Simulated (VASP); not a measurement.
# Ta4O (P4/mmm) in VASP: further runs, part 2 of 2

VASP 6.6.1.

### Step 4. Single point, PBEsol

INCAR reads:

```
SYSTEM = Ta4O
  PREC = Accurate
  ENCUT = 520
  EDIFF = 1E-6
  ISMEAR = -1
  SIGMA = 0.1
  LREAL = .FALSE.
  LASPH = .TRUE.
  NELM = 60
  ALGO = Normal
  ISIF = 2
  LWAVE = .FALSE.
  LCHARG = .FALSE.
  GGA = PS
  NBANDS = 33
```

KPOINTS reads:

```
regular mesh
0
G
  12 12 6
  0 0 0
```

POSCAR reads:

```
Ta4O
1.0
    3.2574970000      0.0000000000      0.0000000000
    0.0000000000      3.2574970000      0.0000000000
    0.0000000000      0.0000000000      7.4093410000
Ta O
4 1
Direct
    0.0000000000      0.0000000000      0.5000000000
    0.5000000000      0.5000000000      0.7831580000
    0.5000000000      0.5000000000      0.2168420000
    0.0000000000      0.0000000000      0.0000000000
    0.5000000000      0.5000000000      0.5000000000
```

The run is started by

```sh
$ cat potpaw_PBE.64/Ta_pv/POTCAR potpaw_PBE.64/O/POTCAR > POTCAR
$ mpirun -np 1 vasp_std > vasp.out
```

Run time: 2.1 min. Hardware: 1 thread of AMD EPYC 9R45 (Zen 5), shared host; peak memory 0.31 GiB.

It converged, with:

```yaml
Free_energy: -58.5304 eV
Pressure: -7.8 GPa
Largest_force: 0.062 eV/Å
Band_gap_on_the_k_mesh: zero (bands 25 and 26 overlap by 0.98 eV)
```

Forces in eV/Å, atoms in the order of the input:
```
Ta   0.000  0.000  0.000
Ta   0.000  0.000 -0.062
Ta   0.000  0.000  0.062
Ta   0.000  0.000  0.000
O    0.000  0.000  0.000
```

Stress tensor (GPa, compression positive):
```
-7.62  0.00  0.00
 0.00 -7.62  0.00
 0.00  0.00 -8.01
```

Levels at points of the mesh, in eV from the Fermi level:
```csv
k point,band 23,band 24,band 25,band 26,band 27,band 28
"(0.00, 0.00, 0.00)",-0.45,-0.45,-0.24,0.49,1.04,1.04
"(0.50, 0.00, 0.00)",-0.92,-0.66,0.22,0.91,0.93,1.33
"(0.50, 0.50, 0.00)",-1.49,-0.65,-0.65,1.63,2.37,2.78
"(0.00, 0.00, 0.50)",-0.52,-0.52,0.12,0.68,0.68,0.76
"(0.50, 0.00, 0.50)",-1.01,-0.63,-0.42,1.04,1.31,1.56
"(0.50, 0.50, 0.50)",-1.69,0.04,0.04,1.62,1.93,1.93
```

Caveat: the cell stands under tension; the PAW data sets were made with another functional, which shifts forces and pressure a little; spin-orbit coupling is left out, which moves the levels of the heavy elements.

### Step 5. Single point, PBEsol

INCAR reads:

```
SYSTEM = Ta4O
PREC = Accurate ; ENCUT = 520
EDIFF = 1E-6 ; ISMEAR = 1
SIGMA = 0.3 ; LREAL = .FALSE.
LASPH = .TRUE. ; NELM = 100
ALGO = Normal ; ISIF = 2
LWAVE = .FALSE. ; LCHARG = .FALSE.
GGA = PS ; NBANDS = 33
```

KPOINTS reads:

```
Automatic mesh
0
G
  12 12 6
  0 0 0
```

POSCAR is that of step 4.

Potentials or basis: VASP PAW PBE potentials, release 64 (Ta_pv, O).

The run is started by

```sh
$ cat potpaw_PBE.64/Ta_pv/POTCAR potpaw_PBE.64/O/POTCAR > POTCAR
$ mpirun -np 1 vasp_std > vasp.out
```

OUTCAR:

```text
SYSTEM = Ta4O
   PREC = Accurate
   ENCUT = 520
   EDIFF = 1E-6
   ISMEAR = 1
   LREAL = .FALSE.
   LASPH = .TRUE.
   NELM = 100
   ISIF = 2
   GGA = PS

 ion  position               nearest neighbor table
   1  0.000  0.000  0.500-   5 2.30   5 2.30   5 2.30   5 2.30   3 3.12   3 3.12   2 3.12   3 3.12
                             2 3.12   2 3.12   3 3.12   2 3.12
   2  0.500  0.500  0.783-   5 2.10   4 2.81   4 2.81   4 2.81   4 2.81   1 3.12   1 3.12   1 3.12
                             1 3.12   3 3.21
   3  0.500  0.500  0.217-   5 2.10   4 2.81   4 2.81   4 2.81   4 2.81   1 3.12   1 3.12   1 3.12
                             1 3.12   2 3.21
   4  0.000  0.000  0.000-   2 2.81   3 2.81   2 2.81   3 2.81   2 2.81   3 2.81   2 2.81   3 2.81

   5  0.500  0.500  0.500-   2 2.10   3 2.10   1 2.30   1 2.30   1 2.30   1 2.30

  LATTYP: Found a simple tetragonal cell.
 ALAT       =     3.2574970000
 C/A-ratio  =     2.2745503680

  Lattice vectors:

 A1 = (   3.2574970000,   0.0000000000,   0.0000000000)
 A2 = (   0.0000000000,   3.2574970000,   0.0000000000)
 A3 = (   0.0000000000,   0.0000000000,   7.4093410000)

Analysis of symmetry for initial positions (statically):
=====================================================================
[... 182 lines left out ...]
 fundamental gap:      0.0175668836
 Fermi energy:         6.2381518469

 k-point     1 :       0.0000    0.0000    0.0000
  band No.  band energies     occupation
      1     -29.2824      2.00000
      2     -29.2824      2.00000
      3     -28.9169      2.00000
      4     -28.3513      2.00000
      5     -28.2269      2.00000
      6     -28.0144      2.00000
[... 853 lines left out ...]
     32      10.2018     -0.00000
     33      10.4528     -0.00000

 [... further k-points ...]

------------------------ aborting loop because EDIFF is reached ----------------------------------------

  FORCE on cell =-STRESS in cart. coord.  units (eV):
  Direction    XX          YY          ZZ          XY          YZ          ZX
  --------------------------------------------------------------------------------------
  -------------------------------------------------------------------------------------
  Total       -3.7851452     -3.7851452     -4.0338767      0.0000000      0.0000000     -0.0000000
  in kB      -77.1339369    -77.1339369    -82.2026038      0.0000000      0.0000000     -0.0000000
  external PRESSURE =     -78.8234926 kB  Pullay stress =       0.0000000 kB

 VOLUME and BASIS-vectors are now :
 -----------------------------------------------------------------------------
  energy-cutoff  :      520.00
  volume of cell :       78.62
      direct lattice vectors                 reciprocal lattice vectors
     3.257497000  0.000000000  0.000000000     0.306984166  0.000000000  0.000000000
     0.000000000  3.257497000  0.000000000     0.000000000  0.306984166  0.000000000
     0.000000000  0.000000000  7.409341000     0.000000000  0.000000000  0.134964769

 POSITION                                       TOTAL-FORCE (eV/Angst)
 -----------------------------------------------------------------------------------
      0.00000      0.00000      3.70467        -0.000000      0.000000      0.000000
      1.62875      1.62875      5.80268         0.000000     -0.000000     -0.059736
      1.62875      1.62875      1.60666        -0.000000     -0.000000      0.059736
      0.00000      0.00000      0.00000        -0.000000      0.000000      0.000000
      1.62875      1.62875      3.70467        -0.000000      0.000000      0.000000
 -----------------------------------------------------------------------------------
    total drift:                                0.000000     -0.000000      0.000000

  FREE ENERGIE OF THE ION-ELECTRON SYSTEM (eV)
  ---------------------------------------------------
  free  energy   TOTEN  =       -58.4900151323 eV

  energy  without entropy=      -58.4998918655  energy(sigma->0) =      -58.49330738
```

Wall time 2.2 min (1 thread of AMD EPYC 9R45 (Zen 5), shared host); peak memory 0.31 GiB.

What came out:

```yaml
Free_energy: -58.4900 eV
Pressure: -7.9 GPa
Largest_force: 0.060 eV/Å
Band_gap_on_the_k_mesh: zero (bands 25 and 26 overlap by 0.98 eV)
```

Forces in eV/Å, atoms in the order of the input:
```
Ta   0.000  0.000  0.000
Ta   0.000  0.000 -0.060
Ta   0.000  0.000  0.060
Ta   0.000  0.000  0.000
O    0.000  0.000  0.000
```

Stress tensor (GPa, compression positive):
```
-7.71  0.00  0.00
 0.00 -7.71  0.00
 0.00  0.00 -8.22
```

Levels at points of the mesh, in eV from the Fermi level:
```tsv
k point	band 21	band 22	band 23	band 24	band 25	band 26	band 27	band 28	band 29	band 30
(0.00, 0.00, 0.00)	-2.62	-1.54	-0.45	-0.45	-0.24	0.49	1.04	1.04	1.28	1.61
(0.50, 0.00, 0.00)	-1.47	-1.10	-0.92	-0.66	0.23	0.91	0.93	1.33	1.73	1.94
(0.50, 0.50, 0.00)	-2.02	-1.49	-1.49	-0.65	-0.65	1.63	2.37	2.78	2.78	3.20
(0.00, 0.00, 0.50)	-3.47	-0.56	-0.52	-0.52	0.12	0.69	0.69	0.76	1.07	1.82
(0.50, 0.00, 0.50)	-1.69	-1.17	-1.01	-0.63	-0.42	1.04	1.31	1.56	1.84	2.33
(0.50, 0.50, 0.50)	-2.72	-1.69	-1.69	0.05	0.05	1.62	1.93	1.93	2.88	3.20
```

Caveat: the cell stands under tension; so wide a smearing shifts energies and pressures; the PAW data sets were made with another functional, which shifts forces and pressure a little; spin-orbit coupling is left out, which moves the levels of the heavy elements.

### Step 6. Single point, PBEsol

INCAR reads:

```
ALGO = Normal
EDIFF = 1E-7
ENCUT = 520
GGA = PS
ISIF = 2
ISMEAR = 1
LASPH = T
LCHARG = F
LREAL = F
LWAVE = F
NBANDS = 33
NELM = 100
PREC = Accurate
SIGMA = 0.5
```

KPOINTS reads:

```
k-points
0
Gamma
  12 12 6
```

POSCAR is that of step 5.

Potentials or basis: VASP PAW PBE potentials, release 64 (Ta_pv, O).

The run is started by

```sh
$ cat potpaw_PBE.64/Ta_pv/POTCAR potpaw_PBE.64/O/POTCAR > POTCAR
$ mpirun -np 1 vasp_std > vasp.out
```

OUTCAR:

```text
EDIFF = 1E-7
   ENCUT = 520
   GGA = PS
   ISIF = 2
   ISMEAR = 1
   LASPH = T
   LREAL = F
   NELM = 100
   PREC = Accurate

 ion  position               nearest neighbor table
   1  0.000  0.000  0.500-   5 2.30   5 2.30   5 2.30   5 2.30   3 3.12   3 3.12   2 3.12   3 3.12
                             2 3.12   2 3.12   3 3.12   2 3.12
   2  0.500  0.500  0.783-   5 2.10   4 2.81   4 2.81   4 2.81   4 2.81   1 3.12   1 3.12   1 3.12
                             1 3.12   3 3.21
[... 1074 lines left out ...]
  -------------------------------------------------------------------------------------
  Total       -3.8180290     -3.8180290     -4.0684423      0.0000000     -0.0000000      0.0000000
  in kB      -77.8040450    -77.8040450    -82.9069840      0.0000000     -0.0000000      0.0000000
  external PRESSURE =     -79.5050247 kB  Pullay stress =       0.0000000 kB

 VOLUME and BASIS-vectors are now :
 -----------------------------------------------------------------------------
  energy-cutoff  :      520.00
  volume of cell :       78.62
      direct lattice vectors                 reciprocal lattice vectors
     3.257497000  0.000000000  0.000000000     0.306984166  0.000000000  0.000000000
     0.000000000  3.257497000  0.000000000     0.000000000  0.306984166  0.000000000
     0.000000000  0.000000000  7.409341000     0.000000000  0.000000000  0.134964769

 POSITION                                       TOTAL-FORCE (eV/Angst)
 -----------------------------------------------------------------------------------
      0.00000      0.00000      3.70467         0.000000     -0.000000      0.000000
      1.62875      1.62875      5.80268         0.000000      0.000000     -0.035615
      1.62875      1.62875      1.60666        -0.000000     -0.000000      0.035615
      0.00000      0.00000      0.00000         0.000000     -0.000000      0.000000
      1.62875      1.62875      3.70467         0.000000     -0.000000      0.000000
 -----------------------------------------------------------------------------------
    total drift:                                0.000000     -0.000000      0.000000

  FREE ENERGIE OF THE ION-ELECTRON SYSTEM (eV)
  ---------------------------------------------------
  free  energy   TOTEN  =       -58.4743342394 eV

  energy  without entropy=      -58.5387773797  energy(sigma->0) =      -58.49581529
```

OSZICAR:

```text
N       E                     dE             d eps       ncg     rms          rms(c)
DAV:   1     0.487244341152E+03    0.48724E+03   -0.27690E+04  7408   0.158E+03
DAV:   2    -0.374425037942E+02   -0.52469E+03   -0.50872E+03  8270   0.465E+02
DAV:   3    -0.625485596499E+02   -0.25106E+02   -0.24480E+02  9432   0.937E+01
DAV:   4    -0.630491373769E+02   -0.50058E+00   -0.49514E+00  9085   0.126E+01
DAV:   5    -0.630615179355E+02   -0.12381E-01   -0.12361E-01  9590   0.156E+00    0.306E+01
DAV:   6    -0.601814801828E+02    0.28800E+01   -0.27004E+01  9699   0.349E+01    0.151E+01
DAV:   7    -0.595429090038E+02    0.63857E+00   -0.17121E+01 10090   0.175E+01    0.106E+01
DAV:   8    -0.585076550373E+02    0.10353E+01   -0.38244E+00  9519   0.114E+01    0.251E+00
DAV:   9    -0.584762691951E+02    0.31386E-01   -0.38562E-01  9355   0.381E+00    0.704E-01
DAV:  10    -0.584751105353E+02    0.11587E-02   -0.28365E-02  8970   0.106E+00    0.401E-01
DAV:  11    -0.584745574183E+02    0.55312E-03   -0.57032E-03 10041   0.534E-01    0.968E-02
DAV:  12    -0.584743616085E+02    0.19581E-03   -0.16067E-03  9610   0.281E-01    0.529E-02
DAV:  13    -0.584743504874E+02    0.11121E-04   -0.18432E-04  9821   0.809E-02    0.312E-02
DAV:  14    -0.584743348014E+02    0.15686E-04   -0.95001E-05  9829   0.610E-02    0.523E-03
DAV:  15    -0.584743345633E+02    0.23814E-06   -0.35438E-06  8989   0.117E-02    0.272E-03
DAV:  16    -0.584743342321E+02    0.33116E-06   -0.30112E-07  7978   0.366E-03    0.107E-03
DAV:  17    -0.584743342394E+02   -0.72778E-08   -0.61061E-08  5182   0.141E-03
   1 F= -.58474334E+02 E0= -.58495815E+02  d E =0.644431E-01
```

stdout:

```text
POSCAR found type information on POSCAR TaO
 POSCAR found :  2 types and       5 ions
 scaLAPACK will be used
 -----------------------------------------------------------------------------
|                                                                             |
|                                                                             |
|     You enforced a specific xc type in the INCAR file but a different       |
|     I HOPE YOU KNOW WHAT YOU ARE DOING!                                     |
|                                                                             |
 -----------------------------------------------------------------------------

 LDA part: xc-table for (Slater+PW92), standard interpolation
 POSCAR, INCAR and KPOINTS ok, starting setup
 FFT: planning ... GRIDC
 FFT: planning ... GRID_SOFT
 FFT: planning ... GRID
 WAVECAR not read
 entering main loop
```

Wall time 2.6 min (1 thread of AMD EPYC 9R45 (Zen 5), shared host); peak memory 0.31 GiB.

Results:

```yaml
Free_energy: -58.4743 eV
Pressure: -8.0 GPa
Largest_force: 0.036 eV/Å
Band_gap_on_the_k_mesh: zero (bands 25 and 26 overlap by 0.98 eV)
```

Forces in eV/Å, atoms in the order of the input:
```
Ta   0.000  0.000  0.000
Ta   0.000  0.000 -0.036
Ta   0.000  0.000  0.036
Ta   0.000  0.000  0.000
O    0.000  0.000  0.000
```

Stress tensor (GPa, compression positive):
```
-7.78  0.00  0.00
 0.00 -7.78  0.00
 0.00  0.00 -8.29
```

Caveat: the cell stands under tension; so wide a smearing shifts energies and pressures; the PAW data sets were made with another functional, which shifts forces and pressure a little; spin-orbit coupling is left out, which moves the levels of the heavy elements.

### Step 7. Summary

| k mesh | smearing | gap on the mesh (eV) | pressure (GPa) | largest force (eV/Å) |
| --- | --- | --- | --- | --- |
| 12 × 12 × 6 | tetrahedron | none | -7.8 | 0.06 |
| 14 × 14 × 6 | gaussian 0.1 eV | none | -7.8 | 0.07 |
| 12 × 12 × 6 | fermi-dirac 0.1 eV | none | -7.8 | 0.06 |
| 12 × 12 × 6 | methfessel-paxton 0.3 eV | none | -7.9 | 0.06 |
| 12 × 12 × 6 | methfessel-paxton 0.5 eV | none | -8.0 | 0.04 |

Alike in all rows: task single point; level PBEsol; potentials or basis VASP PAW PBE potentials, release 64 (Ta_pv, O); no spin polarisation; cell as given; cutoff (eV) 520.

Caveats: the cell stands under tension; the PAW data sets were made with another functional, which shifts forces and pressure a little; spin-orbit coupling is left out, which moves the levels of the heavy elements; so wide a smearing shifts energies and pressures (at least some runs).

Total energies depend on the potentials used, so only differences within one code and one set of settings carry meaning.
